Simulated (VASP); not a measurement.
Set up this calculation in VASP 6.6.1, as the native input.

```
Task                   : single point
Functional             : PBE
Potentials or basis    : VASP PAW PBE potentials, release 64 (Cu, Pd, Ag, Ir, Pt)
Cutoff                 : 600 eV
k mesh                 : 3 × 3 × 2, shifted
Occupations            : gaussian, width 0.1 eV
Spin                   : no spin polarisation
Dipole correction      : no
Further INCAR settings : ALGO = Normal; EDIFF = 1e-06; NBANDS = 73; ISYM = 0
```

The structure of Cu3AgIr2Pd4Pt2 lies in POSCAR:

```
Cu3AgIr2Pd4Pt2
1.0
   -3.8504139973     -3.8504413283     -0.0000196080
   -0.0334954667      3.8839564030      3.9279869090
   -3.8708878489      3.8708955719     -3.8814306112
Cu Pd Ag Ir Pt
3 4 1 2 2
Direct
   -0.0058976901      0.9859267031     -0.0050989533
    0.5112887326      0.5042183374     -0.0056270893
   -0.0047705827      0.5042600409     -0.0056290550
    0.8387149695      0.1730518336      0.6762190484
    0.3366279873      0.1730450545      0.6762242507
    0.6657419188      0.8287722845      0.3338509085
    0.1653286362      0.8287799335      0.3338473163
    0.1659040787      0.3295217477      0.3167984357
    0.8338048330      0.6652968892      0.6629665150
    0.3395631378      0.6768166116      0.6846876114
    0.4980475712      0.9937700830      1.0066896736
    0.6692823826      0.3362668652      0.3235504889
```

These files were run (other wordings do the same):

INCAR

```
ALGO = Normal
EDIFF = 1E-6
ENCUT = 600
GGA = PE
GGA_COMPAT = F
ISIF = 2
ISMEAR = 0
ISYM = 0
LASPH = T
LCHARG = T
LELF = T
LREAL = F
LVHAR = T
LWAVE = F
NBANDS = 73
NELM = 120
PREC = Accurate
SIGMA = 0.1
```

KPOINTS

```
Automatic mesh
0
Gamma
  3 3 2
  0 0 0.5
```

Potentials or basis: VASP PAW PBE potentials, release 64 (Cu, Pd, Ag, Ir, Pt).

Run with:

```bash
$ cat potpaw_PBE.64/Cu/POTCAR potpaw_PBE.64/Pd/POTCAR potpaw_PBE.64/Ag/POTCAR potpaw_PBE.64/Ir/POTCAR potpaw_PBE.64/Pt/POTCAR > POTCAR
$ mpirun -np 1 vasp_std > vasp.out
```

It gave:

- Pressure: -0.3 GPa
- Largest force: 0.051 eV/Å
- Band gap on the k mesh: zero (bands 61 and 62 overlap by 0.32 eV)

Caveat: the k points lie up to 0.47 Å⁻¹ apart; spin-orbit coupling is left out, which moves the levels of the heavy elements.

Run time: 12 min on 1 thread of AMD EPYC 7R13, on a shared host, peak memory 0.4 GiB.
